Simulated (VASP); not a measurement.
Crystal: LaH3.

```
La H
1.0
     0.00000    2.78648    2.78648
     2.78648    0.00000    2.78648
     2.78648    2.78648    0.00000
La H
1 3
Direct
  0.00000 0.00000 0.00000
  0.50000 0.50000 0.50000
  0.75000 0.75000 0.75000
  0.25000 0.25000 0.25000
```

- Program: VASP 6.6.1
- Task: relaxation of cell and atoms
- Functional: LDA
- Potentials or basis: VASP PAW LDA potentials, release 64 (La, H)
- Cutoff: 600 eV
- k mesh: 12 × 12 × 12
- Occupations: fermi-dirac, width 0.05 eV
- Spin: no spin polarisation

At the start: pressure -4.7 GPa; volume 10.82 Å³/atom.

How do energy, volume and symmetry change on relaxing?

Over 19 steps the energy falls by 9.5 meV/atom and the volume is 10.20 Å³/atom (-5.7 %); space group Fm-3m (No. 225, to 0.1 Å) before and after.

Step by step:
```
step  energy change (eV)  largest force (eV/Å)  pressure (GPa)  volume (Å³)
   1              0.0000                0.0000           -4.73        43.27
   2             -0.0363                0.0000           -1.08        41.30
   3             -0.0379                0.0000            0.05        40.79
   4             -0.0379                0.0000           -0.04        40.84
   5             -0.0379                0.0000           -0.07        40.84
   6             -0.0379                0.0000           -0.06        40.84
   7             -0.0379                0.0000           -0.06        40.84
   8             -0.0379                0.0000           -0.06        40.84
   9             -0.0379                0.0000           -0.06        40.84
  10             -0.0379                0.0000           -0.06        40.84
  11             -0.0379                0.0000           -0.06        40.84
  12             -0.0379                0.0000           -0.06        40.84
  13             -0.0379                0.0000           -0.06        40.84
  14             -0.0379                0.0000           -0.06        40.84
  15             -0.0379                0.0000           -0.06        40.84
  16             -0.0379                0.0000           -0.06        40.83
  17             -0.0379                0.0000           -0.06        40.83
  18             -0.0379                0.0000           -0.06        40.83
  19             -0.0379                0.0000           -0.02        40.82
```

Final structure:
```cif
data_structure
_symmetry_space_group_name_H-M 'P 1'
_symmetry_Int_Tables_number 1
_cell_length_a 3.8648
_cell_length_b 3.8648
_cell_length_c 3.8648
_cell_angle_alpha 60.000
_cell_angle_beta 60.000
_cell_angle_gamma 60.000
_cell_volume 40.82
loop_
_atom_site_label
_atom_site_type_symbol
_atom_site_fract_x
_atom_site_fract_y
_atom_site_fract_z
_atom_site_occupancy
La1 La 0.00000 0.00000 0.00000 1
H1 H 0.50000 0.50000 0.50000 1
H2 H 0.75000 0.75000 0.75000 1
H3 H 0.25000 0.25000 0.25000 1
```
